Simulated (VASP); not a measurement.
The system is Cd.

```
CELL_PARAMETERS angstrom
3.13694 0.00000 0.00000
1.56847 2.71667 0.00000
1.56847 0.90556 2.56130
ATOMIC_POSITIONS crystal
Cd 0.00000 0.00000 0.00000
```

| Property | Result |
| --- | --- |
| Program | VASP 6.6.1 |
| Task | relaxation of cell and atoms |
| Functional | LDA |
| Potentials or basis | VASP PAW LDA potentials, release 64 (Cd) |
| Cutoff | 500 eV |
| k mesh | 10 × 10 × 10 |
| Occupations | methfessel-paxton, width 0.2 eV |
| Spin | no spin polarisation |

At the start: pressure -4.3 GPa; volume 21.83 Å³/atom.

Question: How do energy, volume and symmetry change on relaxing?

Answer: Over 3 steps the energy falls by 24.6 meV/atom and the volume is 20.12 Å³/atom (-7.8 %); space group Fm-3m (No. 225, to 0.05 Å).

The path:
```csv
step,energy change (eV),largest force (eV/Å),pressure (GPa),volume (Å³)
1,0.0000,0.0000,-4.28,21.83
2,-0.0245,0.0000,0.29,20.04
3,-0.0246,0.0000,0.01,20.12
```

Final structure:
```xyz
1
Lattice="3.0531 0.0000 0.0000 1.5266 2.6441 0.0000 1.5266 0.8814 2.4929" Properties=species:S:1:pos:R:3 pbc="T T T"
Cd    0.0000    0.0000    0.0000
```
